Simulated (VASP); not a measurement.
## SnSe: single point with PBE

Crystal: SnSe.

```
CELL_PARAMETERS angstrom
0.00000 3.09218 2.98471
3.09218 0.00000 2.98471
3.09218 3.09218 0.00000
ATOMIC_POSITIONS crystal
Sn 0.00000 0.00000 0.00000
Se 0.50000 0.50000 0.50000
```

This cell differs from its parent crystal: epitaxial xy strain +3.0%.

```yaml
Program: VASP 6.6.1
Task: single point
Functional: PBE
Potentials_or_basis: VASP PAW PBE potentials, release 64 (Sn_d, Se)
Cutoff: 500 eV
k_mesh: 8 × 8 × 8
Occupations: fermi-dirac, width 0.02 eV
Spin: no spin polarisation
Dipole_correction: no
Further_INCAR_settings: ALGO = Normal; EDIFF = 1e-06; NBANDS = 17
```

| Property | Result |
| --- | --- |
| Pressure | -1.1 GPa |
| Band gap on the k mesh | 0.42 eV, direct |

Stress tensor (GPa, compression positive):
```
-2.34  0.00  0.00
 0.00 -2.34  0.00
 0.00  0.00  1.37
```

Levels at points of the mesh, in eV from the valence-band top:
```
           k point  band 8  band 9  band 10  band 11  band 12  band 13
(0.00, 0.00, 0.00)   -2.31   -1.97    -1.97     3.86     3.86     4.68
(0.50, 0.00, 0.00)   -1.88   -1.83     0.00     0.42     1.17     1.36
(0.50, 0.50, 0.00)   -5.23   -3.49    -3.49     3.09     4.96     4.96
(0.50, 0.00, 0.50)   -5.16   -3.62    -3.23     3.20     4.73     5.51
```

Wall time 68 s on 1 thread of Intel Xeon 8259CL, with other jobs on the host, peak memory 0.2 GiB.

Caveat: the cell differs from its parent crystal (epitaxial xy strain +3.0%); spin-orbit coupling is left out, which moves the levels of the heavy elements. A k mesh can miss the band edges.
